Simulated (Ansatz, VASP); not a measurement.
**Two plane-wave programs on KTaO3**

```
K Ta O
1.0
     4.18745   -0.83749   -0.83749
    -0.83749    4.18745   -0.83749
    -0.83749   -0.83749    4.18745
K Ta O
1 1 3
Direct
  0.50000 0.50000 0.50000
  0.00000 0.00000 0.00000
  0.50000 0.00000 0.00000
  0.00000 0.50000 0.00000
  0.00000 0.00000 0.50000
```

Alike in both runs: task single point; functional PBE; k mesh 8 × 8 × 8; occupations gaussian, width 0.05 eV; no spin polarisation.

|  | VASP | Ansatz |
| --- | --- | --- |
| version | VASP 6.6.1 | Ansatz 0.2.0 |
| potentials or method | VASP PAW PBE potentials, release 64 (K_sv, Ta_sv_GW, O), cutoff 700 eV | scalar-relativistic, plane waves, PAW |
| valence electrons in the cell | 40 | 40 |

VASP gave:

```
gap on the k mesh at the Fermi level (eV)                     : none
pressure (GPa)                                                : 10.9
traceless stress, the component that is largest in VASP (GPa) : 44.29
```

Task: What did Ansatz give for the same quantities?

Result: gap on the k mesh at the Fermi level (eV): none; pressure (GPa): 9.8; traceless stress, the component that is largest in VASP (GPa): 43.27.

A gap of «none» marks a metal or a gap that the smearing closes. The functional is the same, so the differences come from potentials, cutoffs and numerics.

Neither program's run includes spin-orbit coupling.
